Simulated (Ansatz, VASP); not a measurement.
**Two plane-wave programs on YbH3**

File INCAR:

```
SYSTEM = YbH3
PREC     = Accurate       ! precision mode
ENCUT    = 600            ! plane-wave cutoff, eV
EDIFF    = 1E-6           ! SCF threshold, eV
ISMEAR   = 0              ! smearing method
SIGMA    = 0.1            ! smearing width, eV
LREAL    = .False.        ! projectors in reciprocal space
LASPH    = .True.         ! aspherical terms in the spheres
NELM     = 200            ! most SCF steps
ALGO     = Normal         ! electronic algorithm
ISIF     = 2              ! what is computed and relaxed
LWAVE    = .False.        ! write WAVECAR
LCHARG   = .True.         ! write CHGCAR
GGA      = PE             ! functional
LELF     = .True.         ! ELF
LVHAR    = .True.       
NBANDS   = 22             ! bands
GGA_COMPAT= .False.      
LMAXMIX  = 6              ! l up to which the mixer works
```

The input KPOINTS:

```
regular mesh
0
Gamma
  7 7 7
  0 0 0
```

POSCAR

```
YbH3
1.0
    0.0000000000      2.5992036376      2.5992036376
    2.5992036376      0.0000000000      2.5992036376
    2.5992036376      2.5992036376      0.0000000000
Yb H
1 3
Direct
    0.0000000000      0.0000000000      0.0000000000
    0.7500000000      0.7500000000      0.7500000000
    0.2500000000      0.2500000000      0.2500000000
    0.5000000000      0.5000000000      0.5000000000
```

Input for Ansatz:

```yaml
crystal:
  lattice:
    - [1.075528358898169e-16, 2.5992036376483982, 2.5992036376483982]
    - [2.5992036376483982, -9.542544834573611e-17, 2.5992036376483982]
    - [2.5992036376483982, 2.599203637648398, 3.3158918459168204e-19]
  atoms:
    - { symbol: Yb, position: [4.7852277071939716e-33, -3.274848807280383e-33, -2.229598180711411e-33] }
    - { symbol: H, position: [0.7499999999999999, 0.7499999999999998, 0.7499999999999999] }
    - { symbol: H, position: [0.25, 0.25, 0.24999999999999997] }
    - { symbol: H, position: [0.5, 0.5, 0.49999999999999994] }
basis:
  ecutwfc: 420.0
kpoints:
  mp_grid:
    grid: [7, 7, 7]
hamiltonian:
  xc: pbe
  pseudopotentials:
    kind: paw
scf:
  occupations:
    method: gaussian
    width: 0.1
output:
  forces: true
  stress: true
```

Alike in both runs: task single point; functional PBE; k mesh 7 × 7 × 7; occupations gaussian, width 0.1 eV; no spin polarisation.

|  | VASP | Ansatz |
| --- | --- | --- |
| version | VASP 6.6.1 | Ansatz 0.2.0 |
| potentials or method | VASP PAW PBE potentials, release 64 (Yb, H), cutoff 600 eV | plane waves, PAW |
| valence electrons in the cell | 27 | 27 |

```csv
,VASP,Ansatz,Ansatz less VASP
pressure (GPa),-4.9,-5.0,-0.06
```

Neither program's run includes spin-orbit coupling.
